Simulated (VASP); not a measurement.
Input of a VASP 6.6.1 run:

POSCAR

```
GaP
1.0
    0.0000000000      2.7255000000      2.7255000000
    2.7255000000      0.0000000000      2.7255000000
    2.7255000000      2.7255000000      0.0000000000
Ga P
1 1
Direct
    0.0000000000      0.0000000000      0.0000000000
    0.2500000000      0.2500000000      0.2500000000
```

Contents of INCAR.step1:

```
SYSTEM = GaP
  PREC = Accurate
  ENCUT = 500
  EDIFF = 1E-8
  ISMEAR = 0
  SIGMA = 0.01
  LREAL = .False.
  LASPH = .True.
  NELM = 60
  ALGO = Normal
  LWAVE = .True.
  LCHARG = .False.
  GGA = PE
```

INCAR.step2

```
SYSTEM = GaP
  PREC = Accurate
  ENCUT = 500
  EDIFF = 1E-8
  ISMEAR = 0
  SIGMA = 0.01
  LREAL = .False.
  LASPH = .True.
  NELM = 1
  ALGO = Exact
  LWAVE = .True.
  LCHARG = .False.
  GGA = PE
  NBANDS = 408
  LOPTICS = .True.
  ISTART = 1
```

File INCAR.step3:

```
SYSTEM = GaP
  PREC = Accurate
  ENCUT = 500
  EDIFF = 1E-8
  ISMEAR = 0
  SIGMA = 0.01
  LREAL = .False.
  LASPH = .True.
  ALGO = EVGW0
  LWAVE = .False.
  LCHARG = .False.
  GGA = PE
  NELMGW = 1
  NBANDS = 408
  ENCUTGW = 180.0
  NOMEGA = 48
  PRECFOCK = Fast
  ISTART = 1
  NBANDSGW = 17
```

The input KPOINTS:

```
regular mesh
0
Gamma
  2 2 2
  0 0 0
```

Potentials or basis: VASP PAW PBE potentials, release 64 (Ga_d_GW, P_GW).

Run with:

```bash
$ cat potpaw_PBE.64/Ga_d_GW/POTCAR potpaw_PBE.64/P_GW/POTCAR > POTCAR
$ cp INCAR.step1 INCAR
$ mpirun -np 1 vasp_std > vasp.out
$ cp INCAR.step2 INCAR
$ mpirun -np 1 vasp_std > vasp.out
$ cp INCAR.step3 INCAR
$ mpirun -np 1 vasp_std > vasp.out
```

Task: Estimate the quasiparticle gap.

Result: 1.88 eV.

Task: Predict the least direct quasiparticle gap.

Result: 2.67 eV.

Task: Predict the band gap on the k mesh, mean-field level.

Result: 1.46 eV, indirect (least direct gap 1.76 eV).

Caveat: the k points lie up to 1.00 Å⁻¹ apart; bands, screening cutoff and mesh are small and nothing is extrapolated, so the quasiparticle values aren't converged. A k mesh can miss the band edges.
